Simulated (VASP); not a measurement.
## Ge3N: relaxation of cell and atoms with PBE

Ge3N:

```xyz
4
Lattice="0.0000 3.1405 3.1405 3.1405 0.0000 3.1405 3.1405 3.1405 0.0000" Properties=species:S:1:pos:R:3 pbc="T T T"
Ge    0.0000    0.0000    0.0000
Ge    1.5702    1.5702    1.5702
Ge    4.7107    4.7107    4.7107
N     3.1405    3.1405    3.1405
```

The cell was built from a structure type or drawn by symmetry, and may not be a known phase.

- Program: VASP 6.6.1
- Task: relaxation of cell and atoms
- Functional: PBE
- Potentials or basis: VASP PAW PBE potentials, release 64 (Ge_d, N)
- Cutoff: 600 eV
- k mesh: 12 × 12 × 12
- Occupations: gaussian, width 0.1 eV
- Spin: no spin polarisation
- Dipole correction: no
- Further INCAR settings: ALGO = Normal; EDIFF = 1e-06; IBRION = 2; EDIFFG = -0.01; NSW = 100; ISIF = 3

```yaml
Relaxed_volume: 15.55 Å³/atom
Relaxed_cell: a = 4.447 Å, b = 4.447 Å, c = 4.447 Å, α = 60.00°, β = 60.00°, γ = 60.00°
Space_group_after_relaxing_to_0.1_Å: Fm-3m (No. 225)
Energy_gained_by_relaxing: 0.0 meV/atom
Ionic_steps: 2
Pressure_after_relaxing: 0.0 GPa
```

Step by step:
```tsv
step	energy change (eV)	largest force (eV/Å)	pressure (GPa)	volume (Å³)
1	0.0000	0.0000	0.28	61.95
2	-0.0001	0.0000	-0.04	62.19
```

Final structure:
```xyz
4
Lattice="0.0000 3.1445 3.1445 3.1445 0.0000 3.1445 3.1445 3.1445 0.0000" Properties=species:S:1:pos:R:3 pbc="T T T"
Ge    3.1445    6.2890    3.1445
Ge    1.5723    1.5723    1.5723
Ge    4.7168    4.7168    4.7168
N     3.1445    3.1445    3.1445
```

Levels at points of the mesh, in eV from the Fermi level:
| k point | band 22 | band 23 | band 24 | band 25 | band 26 | band 27 |
| --- | --- | --- | --- | --- | --- | --- |
| (0.00, 0.00, 0.00) | -1.99 | -1.28 | -1.28 | -1.28 | -0.49 | -0.49 |
| (0.50, 0.00, 0.00) | -2.63 | -2.63 | -0.13 | 1.20 | 2.50 | 2.50 |
| (0.50, 0.50, 0.00) | 0.27 | 0.66 | 0.66 | 1.67 | 4.36 | 4.36 |

Wall time 6.4 min on 1 thread of Intel Xeon 8259CL (shared host), peak memory 0.3 GiB.

Caveat: the highest band is partly filled, so the run has too few bands.
